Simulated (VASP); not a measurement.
# W (Pm-3m) in VASP: further runs, part 2 of 2

VASP 6.6.1.

### 4 Relaxation of cell and atoms, PBE, target pressure 45 GPa, at which the enthalpy is minimised

INCAR

```
ALGO = Normal
EDIFF = 1E-6
EDIFFG = -0.01
ENCUT = 600
GGA = PE
IBRION = 2
ISIF = 3
ISMEAR = -1
LASPH = True
LCHARG = False
LREAL = False
LWAVE = False
NELM = 60
NSW = 50
PREC = Accurate
PSTRESS = 450.0
SIGMA = 0.1
```

KPOINTS

```
k-points
0
Gamma
  9 9 9
```

POSCAR

```
W
1.0
    2.5900000000      0.0000000000      0.0000000000
    0.0000000000      2.5900000000      0.0000000000
    0.0000000000      0.0000000000      2.5900000000
W
1
Direct
    0.0000000000      0.0000000000      0.0000000000
```

Potentials or basis: VASP PAW PBE potentials, release 64 (W_sv).

Started as:

```bash
$ cat potpaw_PBE.64/W_sv/POTCAR > POTCAR
$ mpirun -np 1 vasp_std > vasp.out
```

OUTCAR:

```text
EDIFF = 1E-6
   EDIFFG = -0.01
   ENCUT = 600
   GGA = PE
   IBRION = 2
   ISIF = 3
   ISMEAR = -1
   LASPH = True
   LREAL = False
   NELM = 60
   NSW = 50
   PREC = Accurate
   PSTRESS = 450.0

 ion  position               nearest neighbor table
   1  0.000  0.000  0.000-

  LATTYP: Found a simple cubic cell.
 ALAT       =     2.5900000000

  Lattice vectors:

 A1 = (   2.5900000000,   0.0000000000,   0.0000000000)
 A2 = (   0.0000000000,   2.5900000000,   0.0000000000)
 A3 = (   0.0000000000,   0.0000000000,   2.5900000000)

Analysis of symmetry for initial positions (statically):
=====================================================================
 Subroutine PRICEL returns:
 Original cell was already a primitive cell.

 Routine SETGRP: Setting up the symmetry group for a
 simple cubic supercell.

 Subroutine GETGRP returns: Found 48 space group operations
 (whereof 48 operations were pure point group operations)
 out of a pool of 48 trial point group operations.

The static configuration has the point symmetry O_h .

Analysis of symmetry for dynamics (positions and initial velocities):
=====================================================================
[... 164 lines left out ...]
  -------------------------------------------------------------------------------------
  Total        1.5723023      1.5723023      1.5723023      0.0000000     -0.0000000      0.0000000
  in kB      144.9930996    144.9930996    144.9930996      0.0000000     -0.0000000      0.0000000
  external PRESSURE =    -305.0069004 kB  Pullay stress =     450.0000000 kB
[... 135 lines left out ...]
--------------------------------------- Ionic step        5  -------------------------------------------

 number of electron      13.9999999 magnetization

 Free energy of the ion-electron system (eV)
  ---------------------------------------------------
  ext. energy  EPLUGINS =         0.00000000
  ---------------------------------------------------
  free energy    TOTEN  =       -11.18804900 eV

  energy without entropy =      -11.15727725  energy(sigma->0) =      -11.17266312

 E-fermi :  11.4670     XC(G=0): -13.5020

 val. band max:       11.4406714916   @ k =   0.4444   0.1111   0.1111
 cond. band min:      11.6929264695   @ k =   0.3333   0.3333   0.2222
 fundamental gap:      0.2522549779
 Fermi energy:        11.4670135300

 k-point     1 :       0.0000    0.0000    0.0000
  band No.  band energies     occupation
      1     -62.6443      2.00000
      2     -25.9977      2.00000
      3     -25.9977      2.00000
      4     -25.9977      2.00000
      5       2.0533      2.00000
      6       6.1968      2.00000
      7       6.1968      2.00000
      8      17.1102      0.00000
      9      17.1102      0.00000
     10      17.1102      0.00000
     11      27.3681      0.00000
[... 309 lines left out ...]
 k-point    24 :       0.4444    0.3333    0.1111
  band No.  band energies     occupation
      1     -62.3297      2.00000
      2     -27.6700      2.00000
      3     -27.2271      2.00000
      4     -25.9182      2.00000
      5       5.7988      2.00000
      6       8.5099      2.00000
      7      11.4390      1.13902
      8      12.1413      0.00236
      9      14.6921      0.00000
     10      17.4021      0.00000
     11      22.5296      0.00000

 [... further k-points ...]
[... 5 lines left out ...]
  --------------------------------------------------------------------------------------
  -------------------------------------------------------------------------------------
  Total        4.4418623      4.4418623      4.4418623      0.0000000      0.0000000     -0.0000000
  in kB      450.0757693    450.0757693    450.0757693      0.0000000      0.0000000     -0.0000000
  external PRESSURE =       0.0757693 kB  Pullay stress =     450.0000000 kB
[... 20 lines left out ...]
  energy  without entropy=      -11.1572772507  energy(sigma->0) =      -11.17266312

  enthalpy is  TOTEN    =        -6.7469344992 eV   P V=        4.4411144998

 reached required accuracy - stopping structural energy minimisation
```

OSZICAR:

```text
N       E                     dE             d eps       ncg     rms          rms(c)
DAV:   1     0.858786216364E+02    0.85879E+02   -0.85535E+03   778   0.158E+03
DAV:   2    -0.993742415535E+01   -0.95816E+02   -0.92309E+02   842   0.358E+02
DAV:   3    -0.118385187460E+02   -0.19011E+01   -0.18788E+01   868   0.473E+01
[... 40 lines left out ...]
DAV:   2    -0.111889293089E+02    0.55103E-02   -0.80504E-03   785   0.123E+00    0.247E-01
DAV:   3    -0.111880312828E+02    0.89803E-03   -0.23514E-03   803   0.648E-01    0.187E-01
DAV:   4    -0.111880508966E+02   -0.19614E-04   -0.92805E-05   779   0.121E-01    0.160E-02
DAV:   5    -0.111880494260E+02    0.14706E-05   -0.49064E-06   797   0.282E-02    0.376E-03
DAV:   6    -0.111880489990E+02    0.42696E-06   -0.80282E-08   391   0.427E-03
   5 F= -.67469345E+01 E0= -.67315486E+01  d E =-.160078E+00
```

CONTCAR:

```text
W
   1.00000000000000
     2.5099400373191907    0.0000000000000000    0.0000000000000000
     0.0000000000000000    2.5099400373191907    0.0000000000000000
    -0.0000000000000000   -0.0000000000000000    2.5099400373191907
  W
     1
Direct
     0.0000000000000000    0.0000000000000000    0.0000000000000000

  0.00000000E+00  0.00000000E+00  0.00000000E+00
```

It took 42 s on 1 thread of AMD EPYC 7R43 (Zen 3), shared host; peak memory 0.12 GiB.

Results:

* Free energy: -11.1880 eV
* Relaxed volume: 15.81 Å³/atom
* Relaxed cell: a = 2.510 Å, b = 2.510 Å, c = 2.510 Å, α = 90.00°, β = 90.00°, γ = 90.00°
* Space group after relaxing (to 0.05 Å): Pm-3m (No. 221)
* Energy change on relaxing (the enthalpy is what falls): +278.6 meV/atom
* Ionic steps: 5
* Pressure after relaxing: 45.0 GPa
* Band gap on the k mesh: zero (band 7 reaches 13.40 eV, above the bottom of band 8 at 10.90 eV)

The path:
```tsv
step	energy change (eV)	largest force (eV/Å)	pressure (GPa)	volume (Å³)
1	0.0000	0.0000	14.50	17.37
2	6.4452	0.0000	429.20	10.31
3	0.2045	0.0000	38.29	16.10
4	0.2488	0.0000	42.38	15.92
5	0.2786	0.0000	45.01	15.81
```

Final structure:
```yaml
crystal:
  lattice:
    - [2.50994, 0.00000, 0.00000]
    - [0.00000, 2.50994, 0.00000]
    - [0.00000, 0.00000, 2.50994]
  atoms:
    - { symbol: W, position: [0.00000, 0.00000, 0.00000] }
```

Caveat: the cell is relaxed towards a set pressure, so the enthalpy falls and the energy may rise; spin-orbit coupling is left out, which moves the levels of the heavy elements.

### 5 Summary

| cell | gap on the mesh (eV) | pressure (GPa) |
| --- | --- | --- |
| relaxed to 15 GPa | none | 15.0 |
| relaxed to 30 GPa | none | 30.0 |
| relaxed to 45 GPa | none | 45.0 |

Alike in all rows: task relaxation of cell and atoms; level PBE; potentials or basis VASP PAW PBE potentials, release 64 (W_sv); no spin polarisation; k mesh 9 × 9 × 9; cutoff (eV) 600; smearing fermi-dirac 0.1 eV.

Caveats: the cell is relaxed towards a set pressure, so the enthalpy falls and the energy may rise; spin-orbit coupling is left out, which moves the levels of the heavy elements.

Total energies depend on the potentials used, so only differences within one code and one set of settings carry meaning.
